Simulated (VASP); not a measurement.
# Al2O3 (R-3c) in VASP: density of states with PBE

Aim: the density of states of Al2O3 with PBE.

Everything below comes from runs of VASP 6.6.1. Logs are shortened: lines on timing, memory, paths and dates and some standing lists are left out, and cuts for length are marked.

## 1. The cell of the first run

Symmetry: R-3c, No. 167, trigonal system. The conventional cell has a = 4.758 Å, b = 4.758 Å, c = 12.998 Å, α = 90.00°, β = 90.00°, γ = 120.00°. Al (site symmetry 3) has 6 O at 1.86 to 1.97 Å within 2.5 Å. O (site symmetry 2) has 4 Al at 1.86 to 1.97 Å within 2.5 Å.

## 2. Density of states, PBE

Input file POSCAR:

```
Al2O3
1.0
    4.7578970000      0.0000000000      0.0000000000
   -2.3789490000      4.1204630000      0.0000000000
    0.0000000000     -2.7469720000      4.3326040000
Al O
4 6
Direct
    0.3520000000      0.7040000000      0.0560000000
    0.1480000000      0.2960000000      0.4440000000
    0.6480000000      0.2960000000      0.9440000000
    0.8520000000      0.7040000000      0.5560000000
    0.5563000000      0.5000000000      0.7500000000
    0.2500000000      0.8063000000      0.7500000000
    0.9437000000      0.1937000000      0.7500000000
    0.4437000000      0.5000000000      0.2500000000
    0.7500000000      0.1937000000      0.2500000000
    0.0563000000      0.8063000000      0.2500000000
```

Input file INCAR.step1:

```
SYSTEM = Al2O3
  PREC = Accurate
  ENCUT = 520
  EDIFF = 1E-7
  ISMEAR = -1
  SIGMA = 0.1
  LREAL = .False.
  LASPH = .True.
  NELM = 100
  ALGO = Normal
  ISIF = 2
  LWAVE = .False.
  LCHARG = .True.
  GGA = PE
  NBANDS = 35
```

Input file KPOINTS.step1:

```
regular mesh
0
Gamma
  7 7 7
  0 0 0
```

Input file INCAR.step2:

```
SYSTEM = Al2O3
  PREC = Accurate
  ENCUT = 520
  EDIFF = 1E-7
  ISMEAR = -5
  SIGMA = 0.1
  LREAL = .False.
  LASPH = .True.
  NELM = 100
  ALGO = Normal
  ISIF = 2
  LWAVE = .False.
  LCHARG = .False.
  GGA = PE
  LORBIT = 11
  NBANDS = 35
  NEDOS = 2001
  ICHARG = 11
```

Input file KPOINTS.step2:

```
regular mesh
0
Gamma
  11 11 11
  0 0 0
```

Potentials or basis: VASP PAW PBE potentials, release 64 (Al, O).

Started as:

```bash
$ cat potpaw_PBE.64/Al/POTCAR potpaw_PBE.64/O/POTCAR > POTCAR
$ cp INCAR.step1 INCAR
$ cp KPOINTS.step1 KPOINTS
$ mpirun -np 1 vasp_std > vasp.out
$ cp INCAR.step2 INCAR
$ cp KPOINTS.step2 KPOINTS
$ mpirun -np 1 vasp_std > vasp.out
```

OUTCAR:

```text
SYSTEM = Al2O3
   PREC = Accurate
   ENCUT = 520
   EDIFF = 1E-7
   ISMEAR = -5
   LREAL = .False.
   LASPH = .True.
   NELM = 100
   ISIF = 2
   GGA = PE
   LORBIT = 11
   ICHARG = 11

 ion  position               nearest neighbor table
   1  0.352  0.704  0.056-  10 1.86   8 1.86   9 1.86   6 1.97   5 1.97   7 1.97   2 2.65   3 2.79
                             3 2.79   3 2.79   2 3.22   2 3.22   2 3.22
   2  0.148  0.296  0.444-   9 1.86   8 1.86  10 1.86   5 1.97   7 1.97   6 1.97   1 2.65   4 2.79
                             4 2.79   4 2.79   1 3.22   1 3.22   1 3.22
   3  0.648  0.296  0.944-   7 1.86   5 1.86   6 1.86   9 1.97   8 1.97  10 1.97   4 2.65   1 2.79
                             1 2.79   1 2.79   4 3.22   4 3.22   4 3.22
   4  0.852  0.704  0.556-   6 1.86   5 1.86   7 1.86   8 1.97  10 1.97   9 1.97   3 2.65   2 2.79
                             2 2.79   2 2.79   3 3.22   3 3.22   3 3.22
   5  0.556  0.500  0.750-   4 1.86   3 1.86   2 1.97   1 1.97
   6  0.250  0.806  0.750-   4 1.86   3 1.86   1 1.97   2 1.97
   7  0.944  0.194  0.750-   3 1.86   4 1.86   2 1.97   1 1.97
   8  0.444  0.500  0.250-   2 1.86   1 1.86   4 1.97   3 1.97
   9  0.750  0.194  0.250-   2 1.86   1 1.86   3 1.97   4 1.97
  10  0.056  0.806  0.250-   1 1.86   2 1.86   4 1.97   3 1.97

  LATTYP: Found a trigonal (rhomboedric) cell.
 ALAT       =     5.1300422311
 COS(alpha) =     0.5699104022

  Lattice vectors:

 A1 = (  -2.3789490000,   1.3734910000,   4.3326040000)
 A2 = (  -0.0000000000,  -2.7469720000,   4.3326040000)
 A3 = (   2.3789480000,   1.3734910000,   4.3326040000)

Analysis of symmetry for initial positions (statically):
=====================================================================
 Subroutine PRICEL returns:
 Original cell was already a primitive cell.

 Routine SETGRP: Setting up the symmetry group for a
 trigonal (rhombohedral) supercell.

 Subroutine GETGRP returns: Found 12 space group operations
 (whereof  6 operations were pure point group operations)
 out of a pool of 12 trial point group operations.

The static configuration has the point symmetry S_6 .
 The point group associated with its full space group is D_3d.

Analysis of symmetry for dynamics (positions and initial velocities):
=====================================================================
 Subroutine PRICEL returns:
 Original cell was already a primitive cell.

 Routine SETGRP: Setting up the symmetry group for a
 trigonal (rhombohedral) supercell.

 Subroutine GETGRP returns: Found 12 space group operations
 (whereof  6 operations were pure point group operations)
 out of a pool of 12 trial point group operations.

The dynamic configuration has the point symmetry S_6 .
 The point group associated with its full space group is D_3d.

 Subroutine INISYM returns: Found 12 space group operations
 (whereof  6 operations are pure point group operations),
 and found     1 'primitive' translations

----------------------------------------------------------------------------------------

                                     Primitive cell

  volume of cell :      84.9396

  direct lattice vectors                    reciprocal lattice vectors
     4.757897000  0.000000000  0.000000000     0.210176891  0.121345612  0.076935949
    -2.378949000  4.120463000  0.000000000     0.000000000  0.242691173  0.153871865
     0.000000000 -2.746972000  4.332604000     0.000000000  0.000000000  0.230808078

  length of vectors
     4.757897000  4.757900133  5.130040213     0.254594233  0.287359629  0.230808078

  position of ions in fractional coordinates (direct lattice)
     0.352000000  0.704000000  0.056000000
     0.148000000  0.296000000  0.444000000
     0.648000000  0.296000000  0.944000000
     0.852000000  0.704000000  0.556000000
     0.556300000  0.500000000  0.750000000
     0.250000000  0.806300000  0.750000000
     0.943700000  0.193700000  0.750000000
     0.443700000  0.500000000  0.250000000
     0.750000000  0.193700000  0.250000000
     0.056300000  0.806300000  0.250000000

  ion indices of the primitive-cell ions
   primitive index   ion index
                 1           1
                 2           2
                 3           3
                 4           4
                 5           5
                 6           6
                 7           7
                 8           8
                 9           9
                10          10

----------------------------------------------------------------------------------------

 KPOINTS: regular mesh

Automatic generation of k-mesh.
 Grid dimensions read from file:
 generate k-points for:   11   11   11

 Generating k-lattice:

  Cartesian coordinates                     Fractional coordinates (reciprocal lattice)
     0.019106990  0.011031419  0.006994177     0.090909091  0.000000000 -0.000000000
     0.000000000  0.022062834  0.013988351     0.000000000  0.090909091  0.000000000
     0.000000000  0.000000000  0.020982553     0.000000000  0.000000000  0.090909091

  Length of vectors
     0.023144930  0.026123603  0.020982553

  Shift w.r.t. Gamma in fractional coordinates (k-lattice)
     0.000000000  0.000000000  0.000000000

 TETIRR: Found   1950 inequivalent tetrahedra from     7986

 Subroutine IBZKPT returns following result:
 ===========================================

 Found    146 irreducible k-points:

 Following reciprocal coordinates:
            Coordinates               Weight
  0.000000  0.000000  0.000000      1.000000
  0.090909  0.000000 -0.000000      6.000000
  0.181818  0.000000 -0.000000      6.000000
  0.272727  0.000000  0.000000      6.000000
  0.363636  0.000000 -0.000000      6.000000
  0.454545  0.000000 -0.000000      6.000000
[... 16 lines left out ...]
 -0.454545  0.181818  0.000000     12.000000
 -0.363636  0.181818 -0.000000      6.000000
 [... further k-points ...]
   k-points           NKPTS =    146   k-points in BZ     NKDIM =    146   number of bands    NBANDS=     35
   number of dos      NEDOS =   2001   number of ions     NIONS =     10
   total plane-waves  NPLWV =  51840
   dimension x,y,z NGX =    36 NGY =   36 NGZ =   40
   dimension x,y,z NGXF=    72 NGYF=   72 NGZF=   80
   ions per type =               4   6
   NGX,Y,Z   is equivalent  to a cutoff of  12.58, 12.58, 12.96 a.u.
   NGXF,Y,Z  is equivalent  to a cutoff of  25.16, 25.16, 25.93 a.u.
 SYSTEM =  Al2O3
   PREC   = accura    normal or accurate (medium, high low for compatibility)
   ISTART =      0    job   : 0-new  1-cont  2-samecut
   ICHARG =     11    charge: 1-file 2-atom 10-const
   ISPIN  =      1    spin polarized calculation?
   LNONCOLLINEAR =      F non collinear calculations
   LSORBIT =      F    spin-orbit coupling
   LASPH  =      T    aspherical Exc in radial PAW
   ENCUT  =  520.0 eV  38.22 Ry    6.18 a.u.   8.85  8.85  9.54*2*pi/ulx,y,z
   NELM   =    100;   NELMIN=  2; NELMDL=  0     # of ELM steps
   EDIFF  = 0.1E-06   stopping-criterion for ELM
   LREAL  =      F    real-space projection
   EDIFFG = 0.1E-05   stopping-criterion for IOM
   NSW    =      0    number of steps for IOM
   IBRION =     -1    ionic relax: 0-MD 1-quasi-New 2-CG
   NFREE  =      0    steps in history (QN), initial steepest desc. (CG)
   ISIF   =      2    stress and relaxation
   ISYM   =      2    0-nonsym 1-usesym 2-fastsym
   POTIM  = 0.5000    time-step for ionic-motion
   TEBEG  =    0.0;   TEEND  =   0.0 temperature during run
   PSTRESS=    0.0 pullay stress
   NELECT =      48.0000    total number of electrons
   NUPDOWN=      -1.0000    fix difference up-down
   EMIN   =  10.00;   EMAX   =-10.00  energy-range for DOS
   EFERMI =   0.00;   METHOD = LEGACY
   ISMEAR =    -5;   SIGMA  =   0.10  broadening in eV -4-tet -1-fermi 0-gaus
   EFERMI_NEDOS =   21; number of points for ismear=-14 and -15
   IALGO  =     38    algorithm
   IMIX   =      4    mixing-type and parameters
     AMIX     =   0.40;   BMIX     =  1.00
     AMIX_MAG =   1.60;   BMIX_MAG =  1.00
  volume/ion in A,a.u.               =       8.49        57.32
  Fermi-wavevector in a.u.,A,eV,Ry     =   1.353480  2.557707 24.924629  1.831909
  Thomas-Fermi vector in A             =   2.480732
   LORBIT       =     11    0 simple, 1 ext, 2 COOP (PROOUT), +10 PAW based schemes
   GGA     = PE    functional components
   LHFCALC =     F    Hartree Fock is set to
   AEXX    =    0.0000 exact exchange contribution
   IVDW    =     0    specifies the selected vdW correction
   LEPSILON=     F    determine dielectric tensor
   LRPA    =     F    only Hartree local field effects (RPA)
 non-spin polarized calculation
 Fermi weights with tetrahedron method with Bloechl corrections
  energy-cutoff  :      520.00
  volume of cell :       84.94
 maximum number of plane-waves:      2310

 number of electron      48.0000007 magnetization

 Free energy of the ion-electron system (eV)
  ---------------------------------------------------
  ext. energy  EPLUGINS =         0.00000000
  ---------------------------------------------------
  free energy    TOTEN  =       -74.74854773 eV

  energy without entropy =      -74.74854773  energy(sigma->0) =      -74.74854773

 E-fermi :   6.1428     XC(G=0): -11.6894

 val. band max:        6.1394378654   @ k =   0.0000   0.0000   0.0000
 cond. band min:      12.3819675810   @ k =   0.0000   0.0000   0.0000
 fundamental gap:      6.2425297156
 Fermi energy:         6.1428251908

 k-point     1 :       0.0000    0.0000    0.0000
  band No.  band energies     occupation
      1     -13.1039      2.00000
      2     -10.7700      2.00000
      3     -10.4839      2.00000
      4     -10.4839      2.00000
      5     -10.1662      2.00000
      6     -10.1662      2.00000
[... 27 lines left out ...]
     34      19.7542      0.00000
     35      20.7979      0.00000

 k-point     2 :       0.0909    0.0000   -0.0000
  band No.  band energies     occupation
      1     -13.0607      2.00000
      2     -10.7806      2.00000
      3     -10.5206      2.00000
      4     -10.4937      2.00000
      5     -10.1879      2.00000
      6     -10.1682      2.00000
[... 27 lines left out ...]
     34      19.5259      0.00000
     35      20.7856      0.00000

 k-point     3 :       0.1818    0.0000   -0.0000
  band No.  band energies     occupation
      1     -12.9332      2.00000
      2     -10.8659      2.00000
      3     -10.5722      2.00000
      4     -10.5159      2.00000
      5     -10.2462      2.00000
      6     -10.1797      2.00000
[... 27 lines left out ...]
     34      19.0782      0.00000
     35      20.4413      0.00000
[... 723 lines left out ...]
 k-point    23 :      -0.4545    0.1818    0.0000
  band No.  band energies     occupation
      1     -12.4073      2.00000
      2     -11.2880      2.00000
      3     -10.7899      2.00000
      4     -10.4157      2.00000
      5     -10.3663      2.00000
      6     -10.3496      2.00000
[... 27 lines left out ...]
     34      19.5258      0.00000
     35      19.8123      0.00000

 k-point    24 :      -0.3636    0.1818   -0.0000
  band No.  band energies     occupation
      1     -12.6535      2.00000
      2     -11.0591      2.00000
      3     -10.7188      2.00000
      4     -10.4510      2.00000
      5     -10.3264      2.00000
      6     -10.2907      2.00000
[... 27 lines left out ...]
     34      19.4823      0.00000
     35      20.0203      0.00000

 [... further k-points ...]
[... 5 lines left out ...]
  --------------------------------------------------------------------------------------
  -------------------------------------------------------------------------------------
  Total        4.1025297      4.1025364      3.6602142     -0.0000005      0.0000028     -0.0000003
  in kB       77.3841952     77.3843202     69.0409927     -0.0000094      0.0000531     -0.0000053
  external PRESSURE =      74.6031693 kB  Pullay stress =       0.0000000 kB

 VOLUME and BASIS-vectors are now :
 -----------------------------------------------------------------------------
  energy-cutoff  :      520.00
  volume of cell :       84.94
      direct lattice vectors                 reciprocal lattice vectors
     4.757897000  0.000000000  0.000000000     0.210176891  0.121345612  0.076935949
    -2.378949000  4.120463000  0.000000000     0.000000000  0.242691173  0.153871865
     0.000000000 -2.746972000  4.332604000     0.000000000  0.000000000  0.230808078

 POSITION                                       TOTAL-FORCE (eV/Angst)
 -----------------------------------------------------------------------------------
     -0.00000      2.74698      0.24263        -0.000000      0.000000      0.012066
     -0.00000      0.00000      1.92368         0.000000     -0.000000     -0.012066
      2.37895     -1.37348      4.08998         0.000000     -0.000000     -0.012066
      2.37895      1.37349      2.40893        -0.000000      0.000000      0.012066
      1.45734      0.00000      3.24945         0.025128     -0.000000      0.000000
     -0.72867      1.26210      3.24945        -0.012564      0.021761      0.000000
      4.02922     -1.26210      3.24945        -0.012564     -0.021761      0.000000
      0.92160      1.37349      1.08315        -0.025128     -0.000000     -0.000000
      3.10762      0.11139      1.08315         0.012564     -0.021761      0.000000
     -1.65028      2.63559      1.08315         0.012564      0.021761      0.000000
 -----------------------------------------------------------------------------------
    total drift:                               -0.000000      0.000000      0.000000

  FREE ENERGIE OF THE ION-ELECTRON SYSTEM (eV)
  ---------------------------------------------------
  free  energy   TOTEN  =       -74.7485477346 eV

  energy  without entropy=      -74.7485477346  energy(sigma->0) =      -74.74854773

 total charge

# of ion       s       p       d       tot
------------------------------------------
    1        0.312   0.403   0.000   0.715
    2        0.312   0.403   0.000   0.715
    3        0.312   0.403   0.000   0.715
    4        0.312   0.403   0.000   0.715
    5        1.548   3.647   0.000   5.195
    6        1.548   3.647   0.000   5.195
    7        1.548   3.647   0.000   5.195
    8        1.548   3.647   0.000   5.195
    9        1.548   3.647   0.000   5.195
   10        1.548   3.647   0.000   5.195
--------------------------------------------------
tot         10.533  23.493   0.000  34.026
```

Run time: 6 min. Hardware: 1 thread of Intel Xeon Platinum 8488C (Sapphire Rapids), shared host; peak memory 0.42 GiB.

What came out:

| Property | Result |
| --- | --- |
| Valence electrons inside the program's atomic spheres | Al 0.71; O 5.20 |

Levels at points of the mesh, in eV from the valence-band top:
| k point | band 20 | band 21 | band 22 | band 23 | band 24 | band 25 | band 26 | band 27 | band 28 | band 29 |
| --- | --- | --- | --- | --- | --- | --- | --- | --- | --- | --- |
| (0.00, 0.00, 0.00) | -0.49 | -0.49 | -0.03 | -0.03 | 0.00 | 6.24 | 9.15 | 10.76 | 11.53 | 11.53 |
